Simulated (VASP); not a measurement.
## BaCaS2: single point with PBE

The system is BaCaS2.

```
Ca Ba S
1.0
     2.13736    1.23401    7.04183
    -2.13736    1.23401    7.04183
     0.00000   -2.46801    7.04183
Ca Ba S
1 1 2
Direct
  0.00000 0.00000 0.00000
  0.50000 0.50000 0.50000
  0.25909 0.25909 0.25909
  0.74091 0.74091 0.74091
```

* Program: VASP 6.6.1
* Task: single point
* Functional: PBE
* Potentials or basis: VASP PAW PBE potentials, release 64 (Ca_sv, Ba_sv, S)
* Cutoff: 520 eV
* k mesh: 4 × 4 × 4
* Occupations: gaussian, width 0.01 eV
* Spin: no spin polarisation

The pressure is 0.7 GPa. The largest force is 0.033 eV/Å and the band gap on the k mesh is 2.05 eV (least direct gap 2.50 eV).

Forces in eV/Å, atoms in the order of the input:
```
Ca   0.000  0.000  0.000
Ba   0.000  0.000  0.000
S    0.000  0.000  0.033
S    0.000  0.000 -0.033
```

Stress tensor (GPa, compression positive):
```
0.78 0.00 0.00
0.00 0.78 0.00
0.00 0.00 0.61
```

Levels at points of the mesh, in eV from the valence-band top:
```csv
k point,band 12,band 13,band 14,band 15,band 16,band 17,band 18,band 19,band 20,band 21
"(0.00, 0.00, 0.00)",-1.15,-1.15,-0.08,-0.08,0.00,3.45,3.81,3.93,3.93,4.70
"(0.50, 0.00, 0.00)",-1.83,-1.38,-1.08,-0.63,-0.59,3.06,3.87,5.79,6.00,6.07
"(0.50, 0.50, 0.00)",-1.39,-1.20,-1.13,-0.58,-0.46,2.05,5.37,5.51,5.58,5.90
"(0.50, 0.50, 0.50)",-1.26,-0.74,-0.74,-0.64,-0.64,3.68,4.25,4.69,4.69,4.85
```

It took 94 s on 1 thread of AMD EPYC 7R13 Processor (Zen 3), on a shared host, peak memory 0.37 GiB.

Caveat: the k points lie up to 0.43 Å⁻¹ apart; spin-orbit coupling is left out, which moves the levels of the heavy elements. A k mesh can miss the band edges.
